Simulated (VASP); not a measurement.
Input of a VASP 6.6.1 run:

File INCAR:

```
SYSTEM = ScAl
PREC = Accurate
ENCUT = 520
EDIFF = 1E-6
ISMEAR = -1
SIGMA = 0.15
LREAL = .FALSE.
LASPH = .TRUE.
NELM = 100
ALGO = Fast
ISIF = 2
LWAVE = .FALSE.
LCHARG = .FALSE.
NBANDS = 14
```

KPOINTS

```
regular mesh
0
G
  12 12 12
  0 0 0
```

POSCAR

```
ScAl
1.0
    3.3103785511      0.0000000000      0.0000000000
    0.0000000000      3.3103785511      0.0000000000
    0.0000000000      0.0000000000      3.3103785511
Sc Al
1 1
Direct
    0.5000000000      0.5000000000      0.5000000000
    0.0000000000      0.0000000000      0.0000000000
```

Potentials or basis: VASP PAW LDA potentials, release 64 (Sc_sv, Al).

Command:

```bash
$ cat potpaw_LDA.64/Sc_sv/POTCAR potpaw_LDA.64/Al/POTCAR > POTCAR
$ mpirun -np 1 vasp_std > vasp.out
```

Q: Estimate the pressure.

A: 0.2 GPa.

Q: Predict the band gap on the k mesh.

A: Zero (bands 7 and 8 overlap by 1.16 eV).
